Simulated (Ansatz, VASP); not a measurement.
## One calculation of Ag, two programs

```xyz
1
Lattice="0.0000 1.6687 1.6687 1.6687 0.0000 1.6687 1.6687 1.6687 0.0000" Properties=species:S:1:pos:R:3 pbc="T T T"
Ag    0.0000    0.0000    0.0000
```

Change from the starting cell: volume scaled by 0.58, LAPW.

Alike in both runs: task single point; functional LDA; k mesh 18 × 18 × 18; occupations fermi-dirac, width 0.05 eV; no spin polarisation.

```csv
,VASP,Ansatz
version,VASP 6.6.1,Ansatz 0.2.0
potentials or method,"VASP PAW LDA potentials, release 64 (Ag), cutoff 520 eV","all-electron LAPW, scalar-relativistic"
```

```csv
,VASP,Ansatz,Ansatz less VASP
pressure (GPa),335.8,333.3,-2.57
```

LDA's correlation is that of Perdew and Zunger in VASP and of Perdew and Wang (1992) in Ansatz. Both programs put the cell under a high pressure, so it lies far from rest at this level. Ansatz ran all-electron here, and VASP with PAW potentials.

Noted on VASP's run: the cell as given lies far from equilibrium.
